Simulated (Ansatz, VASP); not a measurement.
# One calculation of Zn, two programs

```
Zn
1.0
    -1.20801    1.59047    1.59047
     1.59047   -1.20801    1.59047
     1.59047    1.59047   -1.20801
Zn
1
Direct
  0.00000 0.00000 0.00000
```

Alike in both runs: task single point; functional PBEsol; k mesh 24 × 24 × 24; occupations gaussian, width 0.15 eV; no spin polarisation.

```csv
,VASP,Ansatz
version,VASP 6.6.1,Ansatz 0.2.0
potentials or method,"VASP PAW PBE potentials, release 64 (Zn), cutoff 520 eV","scalar-relativistic, plane waves, PAW"
valence electrons in the cell,12,12
```

```csv
,VASP,Ansatz,Ansatz less VASP
gap on the k mesh at the Fermi level (eV),none,none,-
pressure (GPa),1.3,0.9,-0.34
"traceless stress, the component that is largest in VASP (GPa)",-2.88,-2.82,+0.055
```

VASP's potentials were made for PBE, not for PBEsol. A gap of «none» marks a metal or a gap that the smearing closes.
